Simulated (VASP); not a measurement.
B, 8 atoms in the cell. The typed cell holds 8 atoms: a = 3.249 Å, b = 4.207 Å, c = 4.997 Å, α = 99.56°, β = 91.00°, γ = 111.21°. 

```yaml
Program: VASP 6.6.1
Task: single point
Functional: PBE
Potentials_or_basis: VASP PAW PBE potentials, release 64 (B)
Cutoff: 520 eV
k_mesh: 6 × 4 × 4
Occupations: gaussian, width 0.1 eV
Spin: no spin polarisation
Dipole_correction: no
Further_INCAR_settings: ALGO = Normal; EDIFF = 1e-07; NBANDS = 22
```

Potentials or basis: VASP PAW PBE potentials, release 64 (B).

The run is started by

```console
$ cat potpaw_PBE.64/B/POTCAR > POTCAR
$ mpirun -np 1 vasp_std > vasp.out
```

Hardware: 1 thread of AMD EPYC 9R45 96-Core Processor (Zen 5), on a shared host.

Question: Estimate the wall time of this run.

Answer: Run time: 43 s on 1 thread of AMD EPYC 9R45 96-Core Processor (Zen 5), with other jobs on the host, peak memory 0.16 GiB. Counts: scf iterations 15, k points 52.
